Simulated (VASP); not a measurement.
# Mn (Fm-3m) in VASP: a series of runs

Mn is run at these levels: PBE; tasks: single point.

Program: VASP 6.6.1. These are calculated values, not measurements. Logs are shortened: lines on timing, memory, paths and dates and some standing lists are left out, and cuts for length are marked.

## Step 1: The cell of the first run

It takes space group Fm-3m (No. 225, cubic). Conventional cell: a = 3.527 Å, b = 3.527 Å, c = 3.527 Å, α = 90.00°, β = 90.00°, γ = 90.00°. Within 3.3 Å of Mn (site symmetry m-3m) lie 12 Mn at 2.49 Å.

This isn't the form of Mn at room conditions, which is a 58-atom cubic cell.

## Step 2: Single point, PBE

Input file INCAR:

```
SYSTEM = Mn
PREC = Accurate ; ENCUT = 520
EDIFF = 1E-7 ; ISMEAR = -1
SIGMA = 0.06122561905347299 ; LREAL = .False.
LASPH = .True. ; NELM = 100
ALGO = Normal ; ISIF = 2
LWAVE = .False. ; LCHARG = .False.
GGA = PE ; NBANDS = 12
```

Input file KPOINTS:

```
regular mesh
0
Gamma
  27 27 27
  0 0 0
```

Input file POSCAR:

```
Mn
1.0
    0.0000000000      1.7634886360      1.7634886360
    1.7634886360      0.0000000000      1.7634886360
    1.7634886360      1.7634886360      0.0000000000
Mn
1
Direct
    0.0000000000      0.0000000000      0.0000000000
```

Potentials or basis: VASP PAW PBE potentials, release 64 (Mn_pv).

Run with:

```console
cat potpaw_PBE.64/Mn_pv/POTCAR > POTCAR
mpirun -np 1 vasp_std > vasp.out
```

OUTCAR:

```text
SYSTEM = Mn
   PREC = Accurate
   ENCUT = 520
   EDIFF = 1E-7
   ISMEAR = -1
   LREAL = .False.
   LASPH = .True.
   NELM = 100
   ISIF = 2
   GGA = PE

 ion  position               nearest neighbor table
   1  0.000  0.000  0.000-

  LATTYP: Found a face centered cubic cell.
 ALAT       =     3.5269772720

  Lattice vectors:

 A1 = (   0.0000000000,   1.7634886360,   1.7634886360)
 A2 = (   1.7634886360,   0.0000000000,   1.7634886360)
 A3 = (   1.7634886360,   1.7634886360,   0.0000000000)

Analysis of symmetry for initial positions (statically):
=====================================================================
 Subroutine PRICEL returns:
 Original cell was already a primitive cell.

 Routine SETGRP: Setting up the symmetry group for a
 face centered cubic supercell.

 Subroutine GETGRP returns: Found 48 space group operations
 (whereof 48 operations were pure point group operations)
 out of a pool of 48 trial point group operations.

The static configuration has the point symmetry O_h .

Analysis of symmetry for dynamics (positions and initial velocities):
=====================================================================
 Subroutine PRICEL returns:
 Original cell was already a primitive cell.

 Routine SETGRP: Setting up the symmetry group for a
 face centered cubic supercell.

 Subroutine GETGRP returns: Found 48 space group operations
 (whereof 48 operations were pure point group operations)
 out of a pool of 48 trial point group operations.

The dynamic configuration has the point symmetry O_h .

 Subroutine INISYM returns: Found 48 space group operations
 (whereof 48 operations are pure point group operations),
 and found     1 'primitive' translations

----------------------------------------------------------------------------------------

                                     Primitive cell

  volume of cell :      10.9685

  direct lattice vectors                    reciprocal lattice vectors
     0.000000000  1.763488636  1.763488636    -0.283528904  0.283528904  0.283528904
     1.763488636  0.000000000  1.763488636     0.283528904 -0.283528904  0.283528904
     1.763488636  1.763488636  0.000000000     0.283528904  0.283528904 -0.283528904

  length of vectors
     2.493949546  2.493949546  2.493949546     0.491086467  0.491086467  0.491086467

  position of ions in fractional coordinates (direct lattice)
     0.000000000  0.000000000  0.000000000

  ion indices of the primitive-cell ions
   primitive index   ion index
                 1           1

----------------------------------------------------------------------------------------

 KPOINTS: regular mesh

Automatic generation of k-mesh.
 Grid dimensions read from file:
 generate k-points for:   27   27   27

 Generating k-lattice:

  Cartesian coordinates                     Fractional coordinates (reciprocal lattice)
    -0.010501071  0.010501071  0.010501071     0.037037037  0.000000000  0.000000000
     0.010501071 -0.010501071  0.010501071     0.000000000  0.037037037  0.000000000
     0.010501071  0.010501071 -0.010501071     0.000000000  0.000000000  0.037037037

  Length of vectors
     0.018188388  0.018188388  0.018188388

  Shift w.r.t. Gamma in fractional coordinates (k-lattice)
     0.000000000  0.000000000  0.000000000

 Subroutine IBZKPT returns following result:
 ===========================================

 Found    560 irreducible k-points:

 Following reciprocal coordinates:
            Coordinates               Weight
  0.000000  0.000000  0.000000      1.000000
  0.037037  0.000000  0.000000      8.000000
  0.074074  0.000000  0.000000      8.000000
  0.111111  0.000000  0.000000      8.000000
  0.148148  0.000000  0.000000      8.000000
  0.185185  0.000000  0.000000      8.000000
[... 16 lines left out ...]
  0.333333  0.037037  0.000000     24.000000
  0.370370  0.037037  0.000000     24.000000
 [... further k-points ...]
   k-points           NKPTS =    560   k-points in BZ     NKDIM =    560   number of bands    NBANDS=     12
   number of dos      NEDOS =    301   number of ions     NIONS =      1
   total plane-waves  NPLWV =   8000
   dimension x,y,z NGX =    20 NGY =   20 NGZ =   20
   dimension x,y,z NGXF=    40 NGYF=   40 NGZF=   40
   ions per type =               1
   NGX,Y,Z   is equivalent  to a cutoff of  13.33, 13.33, 13.33 a.u.
   NGXF,Y,Z  is equivalent  to a cutoff of  26.66, 26.66, 26.66 a.u.
 SYSTEM =  Mn
   PREC   = accura    normal or accurate (medium, high low for compatibility)
   ISTART =      0    job   : 0-new  1-cont  2-samecut
   ICHARG =      2    charge: 1-file 2-atom 10-const
   ISPIN  =      1    spin polarized calculation?
   LNONCOLLINEAR =      F non collinear calculations
   LSORBIT =      F    spin-orbit coupling
   LASPH  =      T    aspherical Exc in radial PAW
   ENCUT  =  520.0 eV  38.22 Ry    6.18 a.u.   4.64  4.64  4.64*2*pi/ulx,y,z
   NELM   =    100;   NELMIN=  2; NELMDL= -5     # of ELM steps
   EDIFF  = 0.1E-06   stopping-criterion for ELM
   LREAL  =      F    real-space projection
   EDIFFG = 0.1E-05   stopping-criterion for IOM
   NSW    =      0    number of steps for IOM
   IBRION =     -1    ionic relax: 0-MD 1-quasi-New 2-CG
   NFREE  =      0    steps in history (QN), initial steepest desc. (CG)
   ISIF   =      2    stress and relaxation
   ISYM   =      2    0-nonsym 1-usesym 2-fastsym
   POTIM  = 0.5000    time-step for ionic-motion
   TEBEG  =    0.0;   TEEND  =   0.0 temperature during run
   PSTRESS=    0.0 pullay stress
   NELECT =      13.0000    total number of electrons
   NUPDOWN=      -1.0000    fix difference up-down
   EMIN   =  10.00;   EMAX   =-10.00  energy-range for DOS
   EFERMI =   0.00;   METHOD = LEGACY
   ISMEAR =    -1;   SIGMA  =   0.06  broadening in eV -4-tet -1-fermi 0-gaus
   EFERMI_NEDOS =   21; number of points for ismear=-14 and -15
   IALGO  =     38    algorithm
   IMIX   =      4    mixing-type and parameters
     AMIX     =   0.40;   BMIX     =  1.00
     AMIX_MAG =   1.60;   BMIX_MAG =  1.00
  volume/ion in A,a.u.               =      10.97        74.02
  Fermi-wavevector in a.u.,A,eV,Ry     =   1.732500  3.273951 40.838660  3.001557
  Thomas-Fermi vector in A             =   2.806665
   LORBIT       =      0    0 simple, 1 ext, 2 COOP (PROOUT), +10 PAW based schemes
   GGA     = PE    functional components
   LHFCALC =     F    Hartree Fock is set to
   AEXX    =    0.0000 exact exchange contribution
   IVDW    =     0    specifies the selected vdW correction
   LEPSILON=     F    determine dielectric tensor
   LRPA    =     F    only Hartree local field effects (RPA)
 non-spin polarized calculation
  energy-cutoff  :      520.00
  volume of cell :       10.97
 maximum number of plane-waves:       307
   NGX =  9   NGY =  9   NGZ =  9

 number of electron      12.9999987 magnetization

 Free energy of the ion-electron system (eV)
  ---------------------------------------------------
  ext. energy  EPLUGINS =         0.00000000
  ---------------------------------------------------
  free energy    TOTEN  =        -8.92095990 eV

  energy without entropy =       -8.90186610  energy(sigma->0) =       -8.91141300

 E-fermi :  10.2090     XC(G=0): -13.8987

 val. band max:       10.2077456603   @ k =   0.3704   0.2222   0.0370
 cond. band min:      10.2090324632   @ k =   0.2593   0.1852   0.0741
 fundamental gap:      0.0012868029
 Fermi energy:        10.2090266032

 k-point     1 :       0.0000    0.0000    0.0000
  band No.  band energies     occupation
      1     -37.4611      2.00000
      2     -37.4611      2.00000
      3     -37.4611      2.00000
      4       1.9944      2.00000
      5       9.0954      2.00000
      6       9.0954      2.00000
      7       9.0954      2.00000
      8      10.7322      0.00039
      9      10.7322      0.00039
     10      31.4663      0.00000
     11      37.1414      0.00000
     12      37.1414      0.00000

 k-point     2 :       0.0370    0.0000    0.0000
  band No.  band energies     occupation
      1     -37.4709      2.00000
      2     -37.4624      2.00000
      3     -37.4624      2.00000
      4       2.0518      2.00000
      5       9.0709      2.00000
      6       9.1136      2.00000
      7       9.1136      2.00000
      8      10.7225      0.00046
      9      10.7225      0.00046
     10      31.4678      0.00000
     11      36.5013      0.00000
     12      37.1421      0.00000

 k-point     3 :       0.0741    0.0000    0.0000
  band No.  band energies     occupation
      1     -37.4999      2.00000
      2     -37.4661      2.00000
      3     -37.4661      2.00000
      4       2.2223      2.00000
      5       9.0007      2.00000
      6       9.1650      2.00000
      7       9.1650      2.00000
      8      10.6967      0.00069
      9      10.6967      0.00069
     10      31.4291      0.00000
     11      35.1930      0.00000
     12      37.1430      0.00000

 k-point     4 :       0.1111    0.0000    0.0000
  band No.  band energies     occupation
      1     -37.5463      2.00000
      2     -37.4721      2.00000
      3     -37.4721      2.00000
      4       2.5004      2.00000
      5       8.8944      2.00000
      6       9.2396      2.00000
      7       9.2396      2.00000
      8      10.6656      0.00115
      9      10.6656      0.00115
     10      31.1772      0.00000
     11      33.8999      0.00000
     12      37.1417      0.00000

 k-point     5 :       0.1481    0.0000    0.0000
  band No.  band energies     occupation
      1     -37.6074      2.00000
      2     -37.4800      2.00000
      3     -37.4800      2.00000
      4       2.8761      2.00000
      5       8.7676      2.00000
      6       9.3193      2.00000
      7       9.3193      2.00000
      8      10.6480      0.00154
      9      10.6480      0.00154
     10      30.3841      0.00000
     11      33.0650      0.00000
     12      37.1339      0.00000
[... 228 lines left out ...]
      1     -37.8148      2.00000
      2     -37.5162      2.00000
      3     -37.5052      2.00000
      4       4.2466      2.00000
      5       8.4784      2.00000
      6       9.3712      2.00000
      7       9.4065      2.00000
      8      10.7283      0.00041
      9      10.9849      0.00001
     10      26.5464      0.00000
     11      32.0519      0.00000
     12      35.8633      0.00000

 k-point    22 :       0.2963    0.0370    0.0000
  band No.  band energies     occupation
      1     -37.8954      2.00000
      2     -37.5268      2.00000
      3     -37.5163      2.00000
      4       4.7598      2.00000
      5       8.5174      2.00000
      6       9.2984      2.00000
      7       9.3534      2.00000
      8      10.9315      0.00002
      9      11.1588      0.00000
     10      25.0057      0.00000
     11      31.6899      0.00000
     12      35.7125      0.00000

 k-point    23 :       0.3333    0.0370    0.0000
  band No.  band energies     occupation
      1     -37.9716      2.00000
      2     -37.5364      2.00000
      3     -37.5273      2.00000
      4       5.1943      2.00000
      5       8.7011      2.00000
      6       9.2091      2.00000
      7       9.2784      2.00000
      8      11.1708      0.00000
      9      11.3515      0.00000
     10      23.5192      0.00000
     11      31.3101      0.00000
     12      35.5722      0.00000

 k-point    24 :       0.3704    0.0370    0.0000
  band No.  band energies     occupation
      1     -38.0393      2.00000
      2     -37.5446      2.00000
      3     -37.5376      2.00000
      4       5.5015      2.00000
      5       9.0314      2.00000
      6       9.1415      2.00000
      7       9.1974      2.00000
      8      11.4228      0.00000
      9      11.5385      0.00000
     10      22.1270      0.00000
     11      30.9510      0.00000
     12      35.4574      0.00000

 [... further k-points ...]

------------------------ aborting loop because EDIFF is reached ----------------------------------------

  FORCE on cell =-STRESS in cart. coord.  units (eV):
  Direction    XX          YY          ZZ          XY          YZ          ZX
  --------------------------------------------------------------------------------------
  -------------------------------------------------------------------------------------
  Total       -0.3826843     -0.3826843     -0.3826843     -0.0000000     -0.0000000      0.0000000
  in kB      -55.8988895    -55.8988895    -55.8988895     -0.0000000     -0.0000000      0.0000000
  external PRESSURE =     -55.8988895 kB  Pullay stress =       0.0000000 kB

 VOLUME and BASIS-vectors are now :
 -----------------------------------------------------------------------------
  energy-cutoff  :      520.00
  volume of cell :       10.97
      direct lattice vectors                 reciprocal lattice vectors
     0.000000000  1.763488636  1.763488636    -0.283528904  0.283528904  0.283528904
     1.763488636  0.000000000  1.763488636     0.283528904 -0.283528904  0.283528904
     1.763488636  1.763488636  0.000000000     0.283528904  0.283528904 -0.283528904

 POSITION                                       TOTAL-FORCE (eV/Angst)
 -----------------------------------------------------------------------------------
      0.00000      0.00000      0.00000         0.000000      0.000000      0.000000
 -----------------------------------------------------------------------------------
    total drift:                                0.000000      0.000000      0.000000

  FREE ENERGIE OF THE ION-ELECTRON SYSTEM (eV)
  ---------------------------------------------------
  free  energy   TOTEN  =        -8.9209598971 eV

  energy  without entropy=       -8.9018660970  energy(sigma->0) =       -8.91141300
```

Run time: 32 s. Hardware: 1 thread of Intel Xeon 6975P-C (Granite Rapids), shared host; peak memory 0.18 GiB.

What came out:

- Free energy: -8.9210 eV
- Pressure: -5.6 GPa
- Band gap on the k mesh: zero (an odd number of electrons rules out a gap without spin polarisation)

Caveat: the cell stands under tension; the run has no spin polarisation, though such a crystal can be magnetic. Spin polarisation is off, so any magnetic state and its effect on volume and gap are missing.

## Step 3: Single point, PBE

This run uses another cell than the first one, of 11.18 Å³/atom.

Input file INCAR:

```
ALGO     = Normal         # electronic algorithm
EDIFF    = 1E-7           # SCF threshold, eV
ENCUT    = 520            # plane-wave cutoff, eV
GGA      = PE             # functional
ISIF     = 2              # what is computed and relaxed
ISMEAR   = -1             # smearing method
LASPH    = T              # aspherical terms in the spheres
LCHARG   = F              # write CHGCAR
LREAL    = F              # projectors in reciprocal space
LWAVE    = F              # write WAVECAR
NBANDS   = 12             # bands
NELM     = 80             # most SCF steps
PREC     = Accurate       # precision mode
SIGMA    = 0.06122561905347299 # smearing width, eV
```

Input file KPOINTS:

```
k-points
0
Gamma
  27 27 27
```

Input file POSCAR:

```
Mn
1.0
    0.0000000000      1.7749401818      1.7749401818
    1.7749401818      0.0000000000      1.7749401818
    1.7749401818      1.7749401818      0.0000000000
Mn
1
Direct
    0.0000000000      0.0000000000      0.0000000000
```

Potentials or basis: VASP PAW PBE potentials, release 64 (Mn_pv).

Run with:

```console
cat potpaw_PBE.64/Mn_pv/POTCAR > POTCAR
mpirun -np 1 vasp_std > vasp.out
```

Run time: 35 s. Hardware: 1 thread of Intel Xeon 6975P-C (Granite Rapids), shared host; peak memory 0.18 GiB.

It converged, with:

```
Free energy            : -8.9103 eV
Pressure               : -10.3 GPa
Band gap on the k mesh : zero (an odd number of electrons rules out a gap without spin polarisation)
```

Levels at points of the mesh, in eV from the Fermi level:
```
           k point  band 3  band 4  band 5  band 6  band 7  band 8  band 9  band 10  band 11  band 12
(0.00, 0.00, 0.00)  -47.68   -8.13   -1.08   -1.08   -1.08    0.51    0.51    21.13    26.67    26.67
```

Caveat: the cell stands under tension; the run has no spin polarisation, though such a crystal can be magnetic. Spin polarisation is off, so any magnetic state and its effect on volume and gap are missing.

## Step 4: Single point, PBE

This run uses another cell than the first one, of 11.18 Å³/atom.

Input file INCAR:

```
SYSTEM = Mn
PREC = Accurate
ENCUT = 520
EDIFF = 1E-6
ISMEAR = -1
SIGMA = 0.06122561905347299
LREAL = .FALSE.
LASPH = .TRUE.
NELM = 80
ALGO = Normal
ISIF = 2
LWAVE = .FALSE.
LCHARG = .FALSE.
GGA = PE
NBANDS = 12
```

Input file KPOINTS:

```
regular mesh
0
G
  27 27 27
  0 0 0
```

POSCAR is that of step 3.

Run with:

```console
cat potpaw_PBE.64/Mn_pv/POTCAR > POTCAR
mpirun -np 1 vasp_std > vasp.out
```

Run time: 32 s. Hardware: 1 thread of Intel Xeon 6975P-C (Granite Rapids), shared host; peak memory 0.18 GiB.

Results (log left out):

- Free energy: -8.9103 eV
- Pressure: -10.3 GPa
- Band gap on the k mesh: zero (an odd number of electrons rules out a gap without spin polarisation)

Levels at points of the mesh, in eV from the Fermi level:
| k point | band 3 | band 4 | band 5 | band 6 | band 7 | band 8 | band 9 | band 10 | band 11 | band 12 |
| --- | --- | --- | --- | --- | --- | --- | --- | --- | --- | --- |
| (0.00, 0.00, 0.00) | -47.68 | -8.13 | -1.08 | -1.08 | -1.08 | 0.51 | 0.51 | 21.13 | 26.67 | 26.67 |

Caveat: the cell stands under tension; the run has no spin polarisation, though such a crystal can be magnetic.

## Step 5: Single point, PBE

This run uses another cell than the first one, of 11.40 Å³/atom.

Input file INCAR:

```
SYSTEM = Mn
PREC = Accurate
ENCUT = 520
EDIFF = 1E-6
ISMEAR = -1
SIGMA = 0.06122561905347299
LREAL = .False.
LASPH = .True.
NELM = 100
ALGO = Normal
ISIF = 2
LWAVE = .False.
LCHARG = .False.
GGA = PE
NBANDS = 12
```

Input file KPOINTS:

```
Automatic mesh
0
Gamma
  27 27 27
  0 0 0
```

Input file POSCAR:

```
Mn
1.0
    0.0000000000      1.7862458381      1.7862458381
    1.7862458381      0.0000000000      1.7862458381
    1.7862458381      1.7862458381      0.0000000000
Mn
1
Direct
    0.0000000000      0.0000000000      0.0000000000
```

Run with:

```console
cat potpaw_PBE.64/Mn_pv/POTCAR > POTCAR
mpirun -np 1 vasp_std > vasp.out
```

It took 31 s on 1 thread of Intel Xeon 6975P-C (Granite Rapids), shared host; peak memory 0.19 GiB.

It converged, with:

| Item | Value |
| --- | --- |
| Free energy | -8.8937 eV |
| Pressure | -14.6 GPa |
| Band gap on the k mesh | zero (an odd number of electrons rules out a gap without spin polarisation) |

Levels at points of the mesh, in eV from the Fermi level:
```tsv
k point	band 5	band 6	band 7	band 8	band 9	band 10
(0.00, 0.00, 0.00)	-1.05	-1.05	-1.05	0.49	0.49	20.99
```

Caveat: the cell stands under tension; the run has no spin polarisation, though such a crystal can be magnetic. Spin polarisation is off, so any magnetic state and its effect on volume and gap are missing.

## Step 6: Summary

```tsv
cell	gap on the mesh (eV)	pressure (GPa)
a = 2.494 Å, angles 60.0°, 1 atom	none	-5.6
a = 2.510 Å, angles 60.0°, 1 atom	none	-10.3
a = 2.526 Å, angles 60.0°, 1 atom	none	-14.6
```

Alike in all rows: task single point; level PBE; potentials or basis VASP PAW PBE potentials, release 64 (Mn_pv); no spin polarisation; k mesh 27 × 27 × 27; cutoff (eV) 520; smearing fermi-dirac 0.0612256 eV.

Caveats: the cell stands under tension; the run has no spin polarisation, though such a crystal can be magnetic.

Absolute energies hang on the potentials; compare differences alone.
